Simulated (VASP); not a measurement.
# BaTiO3 (Amm2) in VASP: single point with r2SCAN+U

Aim: the single point of BaTiO3 with r2SCAN+U.

All numbers are computed with VASP 6.6.1; they aren't measurements. Logs are shortened: lines on timing, memory, paths and dates and some standing lists are left out, and cuts for length are marked.

**1. The cell of the first run**

Symmetry: Amm2, No. 38, orthorhombic system. The conventional cell has a = 4.095 Å, b = 5.827 Å, c = 5.838 Å, α = 90.00°, β = 90.00°, γ = 90.00°. Within 3.8 Å of Ba (site symmetry mm2) lie 12 O at 2.86 to 2.98 Å and 8 Ti at 3.52 to 3.61 Å. Within 2.6 Å of Ti (site symmetry mm2) lie 6 O at 1.96 to 2.17 Å. Within 2.7 Å of O (site symmetry mm2) lie 2 Ti at 2.05 Å. Within 2.6 Å of O (site symmetry m) lie 2 Ti at 1.96 to 2.17 Å.

**2. Single point, r2SCAN+U (strain +0.025 along x and y, +0.025 along z)**

The input, POSCAR:

```
BaTiO3
1.0
    4.0950226294      0.0000000000      0.0000000000
    0.0000000000      2.9135386489      2.9192074213
    0.0000000000     -2.9135386489      2.9192074213
Ba Ti O
1 1 3
Direct
    0.0000000000      0.0044061011      0.0044061011
    0.5000000000      0.5135753575      0.5135753575
    0.0000000000      0.4947134013      0.4947134013
    0.5000000000      0.4954342957      0.9880908444
    0.5000000000      0.9880908444      0.4954342957
```

The input, INCAR.step1:

```
PREC = Accurate
ENCUT = 520
ISMEAR = 0
SIGMA = 0.05
LREAL = False
LASPH = True
NELM = 150
LMAXMIX = 4
LDAU = True
LDAUTYPE = 2
LDAUL = -1 2 -1
LDAUU = 0 4 0
LDAUJ = 0 0 0
NBANDS = 28
GGA = PE
ALGO = Normal
EDIFF = 1E-4
LWAVE = True
LCHARG = False
```

The input, INCAR.step2:

```
PREC = Accurate
ENCUT = 520
EDIFF = 1E-7
ISMEAR = 0
SIGMA = 0.05
LREAL = False
LASPH = True
NELM = 150
ALGO = Normal
ISIF = 2
LWAVE = False
LCHARG = True
LMAXMIX = 4
LDAU = True
LDAUTYPE = 2
LDAUL = -1 2 -1
LDAUU = 0 4 0
LDAUJ = 0 0 0
LDAUPRINT = 1
METAGGA = R2SCAN
LMIXTAU = True
LELF = True
LVHAR = True
NBANDS = 28
ISTART = 1
```

The input, KPOINTS:

```
regular mesh
0
Gamma
  6 6 6
```

Potentials or basis: VASP PAW PBE potentials, release 64 (Ba_sv, Ti_sv, O).

Run with:

```
cat potpaw_PBE.64/Ba_sv/POTCAR potpaw_PBE.64/Ti_sv/POTCAR potpaw_PBE.64/O/POTCAR > POTCAR
cp INCAR.step1 INCAR
mpirun -np 1 vasp_std > vasp.out
cp INCAR.step2 INCAR
mpirun -np 1 vasp_std > vasp.out
```

OUTCAR:

```text
PREC = Accurate
   ENCUT = 520
   EDIFF = 1E-7
   ISMEAR = 0
   LREAL = False
   LASPH = True
   NELM = 150
   ISIF = 2
   METAGGA = R2SCAN
   ISTART = 1

 ion  position               nearest neighbor table
   1  0.000  0.004  0.004-   3 2.86   4 2.88   5 2.88   4 2.88   5 2.88   3 2.91   3 2.91   5 2.93
                             4 2.93   5 2.93   4 2.93   3 2.98   2 3.52   2 3.52   2 3.56   2 3.56
   2  0.500  0.514  0.514-   4 1.96   5 1.96   3 2.05   3 2.05   5 2.17   4 2.17   1 3.52   1 3.52
                             1 3.56   1 3.56   1 3.56   1 3.56   1 3.61   1 3.61
   3  0.000  0.495  0.495-   2 2.05   2 2.05   1 2.86   1 2.91   1 2.91   1 2.98
   4  0.500  0.495  0.988-   2 1.96   2 2.17   1 2.88   1 2.88   1 2.93   1 2.93
   5  0.500  0.988  0.495-   2 1.96   2 2.17   1 2.88   1 2.88   1 2.93   1 2.93

  LATTYP: Found a base centered orthorhombic cell.
 ALAT       =     5.8270772978
 B/A-ratio  =     1.0019456658
 C/A-ratio  =     0.7027575610

  Lattice vectors:

 A1 = (   0.0000000000,   2.9135386489,  -2.9192074213)
 A2 = (   0.0000000000,   2.9135386489,   2.9192074213)
 A3 = (   4.0950226294,   0.0000000000,   0.0000000000)

Analysis of symmetry for initial positions (statically):
=====================================================================
 Subroutine PRICEL returns:
 Original cell was already a primitive cell.

 Routine SETGRP: Setting up the symmetry group for a
 base centered orthorhombic supercell.

 Subroutine GETGRP returns: Found  4 space group operations
 (whereof  4 operations were pure point group operations)
 out of a pool of  8 trial point group operations.

The static configuration has the point symmetry C_2v.

Analysis of symmetry for dynamics (positions and initial velocities):
=====================================================================
 Subroutine PRICEL returns:
 Original cell was already a primitive cell.

 Routine SETGRP: Setting up the symmetry group for a
 base centered orthorhombic supercell.

 Subroutine GETGRP returns: Found  4 space group operations
 (whereof  4 operations were pure point group operations)
 out of a pool of  8 trial point group operations.

The dynamic configuration has the point symmetry C_2v.

 Subroutine INISYM returns: Found  4 space group operations
 (whereof  4 operations are pure point group operations),
 and found     1 'primitive' translations

----------------------------------------------------------------------------------------

                                     Primitive cell

  volume of cell :      69.6582

  direct lattice vectors                    reciprocal lattice vectors
     4.095022629  0.000000000  0.000000000     0.244198895  0.000000000  0.000000000
     0.000000000  2.913538649  2.919207421     0.000000000  0.171612620  0.171279367
     0.000000000 -2.913538649  2.919207421     0.000000000 -0.171612620  0.171279367

  length of vectors
     4.095022629  4.124376247  4.124376247     0.244198895  0.242461364  0.242461364

  position of ions in fractional coordinates (direct lattice)
     0.000000000  0.004406101  0.004406101
     0.500000000  0.513575358  0.513575358
     0.000000000  0.494713401  0.494713401
     0.500000000  0.495434296  0.988090844
     0.500000000  0.988090844  0.495434296

  ion indices of the primitive-cell ions
   primitive index   ion index
                 1           1
                 2           2
                 3           3
                 4           4
                 5           5

[... 56 lines left out ...]
   dimension x,y,z NGX =    30 NGY =   32 NGZ =   32
   dimension x,y,z NGXF=    60 NGYF=   64 NGZF=   64
   ions per type =               1   1   3
   NGX,Y,Z   is equivalent  to a cutoff of  12.18, 12.90, 12.90 a.u.
   NGXF,Y,Z  is equivalent  to a cutoff of  24.36, 25.80, 25.80 a.u.
 SYSTEM =  unknown system
   PREC   = accura    normal or accurate (medium, high low for compatibility)
   ISTART =      1    job   : 0-new  1-cont  2-samecut
   ICHARG =      0    charge: 1-file 2-atom 10-const
   ISPIN  =      1    spin polarized calculation?
   LNONCOLLINEAR =      F non collinear calculations
   LSORBIT =      F    spin-orbit coupling
   LASPH  =      T    aspherical Exc in radial PAW
   ENCUT  =  520.0 eV  38.22 Ry    6.18 a.u.   7.61  7.67  7.67*2*pi/ulx,y,z
   NELM   =    150;   NELMIN=  2; NELMDL=  0     # of ELM steps
   EDIFF  = 0.1E-06   stopping-criterion for ELM
   LREAL  =      F    real-space projection
   EDIFFG = 0.1E-05   stopping-criterion for IOM
   NSW    =      0    number of steps for IOM
   IBRION =     -1    ionic relax: 0-MD 1-quasi-New 2-CG
   NFREE  =      0    steps in history (QN), initial steepest desc. (CG)
   ISIF   =      2    stress and relaxation
   ISYM   =      2    0-nonsym 1-usesym 2-fastsym
   POTIM  = 0.5000    time-step for ionic-motion
   TEBEG  =    0.0;   TEEND  =   0.0 temperature during run
   PSTRESS=    0.0 pullay stress
   NELECT =      40.0000    total number of electrons
   NUPDOWN=      -1.0000    fix difference up-down
   EMIN   =  10.00;   EMAX   =-10.00  energy-range for DOS
   EFERMI =   0.00;   METHOD = LEGACY
   ISMEAR =     0;   SIGMA  =   0.05  broadening in eV -4-tet -1-fermi 0-gaus
   EFERMI_NEDOS =   21; number of points for ismear=-14 and -15
   IALGO  =     38    algorithm
   IMIX   =      4    mixing-type and parameters
     AMIX     =   0.40;   BMIX     =  1.00
     AMIX_MAG =   1.60;   BMIX_MAG =  1.00
  volume/ion in A,a.u.               =      13.93        94.02
  Fermi-wavevector in a.u.,A,eV,Ry     =   1.360726  2.571400 25.192226  1.851576
  Thomas-Fermi vector in A             =   2.487364
   LORBIT       =      0    0 simple, 1 ext, 2 COOP (PROOUT), +10 PAW based schemes
 LDA+U is selected, type is set to LDAUTYPE =  2
   angular momentum for each species LDAUL =    -1    2   -1
   U (eV)           for each species LDAUU =   0.0  4.0  0.0
   J (eV)           for each species LDAUJ =   0.0  0.0  0.0
   METAGGA = R2SCAN    functional components
   LHFCALC =     F    Hartree Fock is set to
   AEXX    =    0.0000 exact exchange contribution
   IVDW    =     0    specifies the selected vdW correction
   LEPSILON=     F    determine dielectric tensor
   LRPA    =     F    only Hartree local field effects (RPA)
 non-spin polarized calculation
 Gauss-broadening in eV      SIGMA  =   0.05
  energy-cutoff  :      520.00
  volume of cell :       69.66
 maximum number of plane-waves:      1908
   NGX = 15   NGY = 15   NGZ = 15

atom =   2  type =  2  l = 2

 onsite density matrix

spin component  1

  0.0944  0.0000  0.0000  0.0000  0.0000
  0.0000  0.2246  0.0000  0.0000  0.0000
  0.0000  0.0000  0.1247  0.0000 -0.0515
  0.0000  0.0000  0.0000  0.0937  0.0000
  0.0000  0.0000 -0.0515  0.0000  0.1930

spin component  2

  0.0944  0.0000  0.0000  0.0000  0.0000
  0.0000  0.2246  0.0000  0.0000  0.0000
  0.0000  0.0000  0.1247  0.0000 -0.0515
  0.0000  0.0000  0.0000  0.0937  0.0000
  0.0000  0.0000 -0.0515  0.0000  0.1930

 occupancies and eigenvectors

  o =  0.0937  v =  0.0000  0.0000 -0.0000  1.0000 -0.0000  0.0000  0.0000  0.0000  0.0000  0.0000      0.0000  0.0000  0.0000  0.0000  0.0000  0.0000  0.0000  0.0000  0.0000  0.0000
  o =  0.0937  v =  0.0000  0.0000  0.0000  0.0000  0.0000  0.0000  0.0000 -0.0000  1.0000 -0.0000      0.0000  0.0000  0.0000  0.0000  0.0000  0.0000  0.0000  0.0000  0.0000  0.0000
  o =  0.0944  v =  1.0000  0.0000  0.0000  0.0000  0.0000  0.0000  0.0000  0.0000  0.0000  0.0000      0.0000  0.0000  0.0000  0.0000  0.0000  0.0000  0.0000  0.0000  0.0000  0.0000
  o =  0.0944  v =  0.0000  0.0000  0.0000  0.0000  0.0000  1.0000  0.0000  0.0000  0.0000  0.0000      0.0000  0.0000  0.0000  0.0000  0.0000  0.0000  0.0000  0.0000  0.0000  0.0000
  o =  0.0971  v =  0.0000  0.0000 -0.8812 -0.0000 -0.4727  0.0000  0.0000  0.0000  0.0000  0.0000      0.0000  0.0000  0.0000  0.0000  0.0000  0.0000  0.0000  0.0000  0.0000  0.0000
  o =  0.0971  v =  0.0000  0.0000  0.0000  0.0000  0.0000  0.0000  0.0000 -0.8812 -0.0000 -0.4727      0.0000  0.0000  0.0000  0.0000  0.0000  0.0000  0.0000  0.0000  0.0000  0.0000
  o =  0.2206  v =  0.0000  0.0000  0.0000  0.0000  0.0000  0.0000  0.0000 -0.4727  0.0000  0.8812      0.0000  0.0000  0.0000  0.0000  0.0000  0.0000  0.0000  0.0000  0.0000  0.0000
  o =  0.2206  v =  0.0000  0.0000 -0.4727  0.0000  0.8812  0.0000  0.0000  0.0000  0.0000  0.0000      0.0000  0.0000  0.0000  0.0000  0.0000  0.0000  0.0000  0.0000  0.0000  0.0000
  o =  0.2246  v =  0.0000  0.0000  0.0000  0.0000  0.0000  0.0000  1.0000  0.0000  0.0000  0.0000      0.0000  0.0000  0.0000  0.0000  0.0000  0.0000  0.0000  0.0000  0.0000  0.0000
  o =  0.2246  v =  0.0000  1.0000  0.0000  0.0000  0.0000  0.0000  0.0000  0.0000  0.0000  0.0000      0.0000  0.0000  0.0000  0.0000  0.0000  0.0000  0.0000  0.0000  0.0000  0.0000

 number of electron      39.9999999 magnetization

 Free energy of the ion-electron system (eV)
  ---------------------------------------------------
  ext. energy  EPLUGINS =         0.00000000
  ---------------------------------------------------
  free energy    TOTEN  =       -71.56591374 eV

  energy without entropy =      -71.56591374  energy(sigma->0) =      -71.56591374

 E-fermi :   3.4031     XC(G=0): -11.4547

 val. band max:        3.0499395205   @ k =   0.5000   0.5000   0.5000
 cond. band min:       5.6641277818   @ k =   0.0000   0.0000   0.0000
 fundamental gap:      2.6141882613
 Fermi energy:         3.4031162322

 k-point     1 :       0.0000    0.0000    0.0000
  band No.  band energies     occupation
      1     -57.1959      2.00000
      2     -32.2821      2.00000
      3     -32.2739      2.00000
      4     -32.2606      2.00000
      5     -22.6606      2.00000
      6     -14.6713      2.00000
[... 733 lines left out ...]
     27      11.4011      0.00000
     28      11.8033      0.00000

 [... further k-points ...]

------------------------ aborting loop because EDIFF is reached ----------------------------------------

  FORCE on cell =-STRESS in cart. coord.  units (eV):
  Direction    XX          YY          ZZ          XY          YZ          ZX
  --------------------------------------------------------------------------------------
  -------------------------------------------------------------------------------------
  Total       -3.6180004     -3.5371145     -3.5066128      0.0000000      0.0000000      0.0000000
  in kB      -83.2160612    -81.3556399    -80.6540834      0.0000000      0.0000000      0.0000000
  external PRESSURE =     -81.7419282 kB  Pullay stress =       0.0000000 kB

 VOLUME and BASIS-vectors are now :
 -----------------------------------------------------------------------------
  energy-cutoff  :      520.00
  volume of cell :       69.66
      direct lattice vectors                 reciprocal lattice vectors
     4.095022629  0.000000000  0.000000000     0.244198895  0.000000000  0.000000000
     0.000000000  2.913538649  2.919207421     0.000000000  0.171612620  0.171279367
     0.000000000 -2.913538649  2.919207421     0.000000000 -0.171612620  0.171279367

 POSITION                                       TOTAL-FORCE (eV/Angst)
 -----------------------------------------------------------------------------------
      0.00000      0.00000      0.02572         0.000000      0.000000      0.016279
      2.04751      0.00000      2.99847         0.000000      0.000000      0.019424
      0.00000      0.00000      2.88834         0.000000      0.000000      0.031367
      2.04751     -1.43537      4.33072         0.000000      0.060041     -0.033535
      2.04751      1.43537      4.33072         0.000000     -0.060041     -0.033535
 -----------------------------------------------------------------------------------
    total drift:                                0.000000      0.000002      0.027406

  FREE ENERGIE OF THE ION-ELECTRON SYSTEM (eV)
  ---------------------------------------------------
  free  energy   TOTEN  =       -71.5659137394 eV

  energy  without entropy=      -71.5659137394  energy(sigma->0) =      -71.56591374
```

It took 7.2 min on 1 thread of Intel Xeon 6975P-C, shared host; peak memory 0.25 GiB.

What came out:

- Free energy: -71.5659 eV
- Pressure: -8.2 GPa
- Largest force: 0.069 eV/Å
- Band gap on the k mesh: 2.61 eV, indirect (least direct gap 2.98 eV)

Forces on the atoms (eV/Å):
```
Ba   0.000  0.000  0.016
Ti   0.000  0.000  0.019
O    0.000  0.000  0.031
O    0.000  0.060 -0.034
O    0.000 -0.060 -0.034
```

Stress tensor (GPa, compression positive):
```
-8.32  0.00  0.00
 0.00 -8.14  0.00
 0.00  0.00 -8.07
```

Eigenvalues of the final occupation matrices:
```csv
site,spin,trace,eigenvalues
site 2 d,1,0.73,0.09 0.09 0.10 0.22 0.22
site 2 d,2,0.73,0.09 0.09 0.10 0.22 0.22
```

Caveat: the cell differs from its parent crystal (strain +0.025 along x and y, +0.025 along z); the PAW data sets were made with another functional, which shifts forces and pressure a little; spin-orbit coupling is left out, which moves the levels of the heavy elements. A k mesh can miss the band edges.
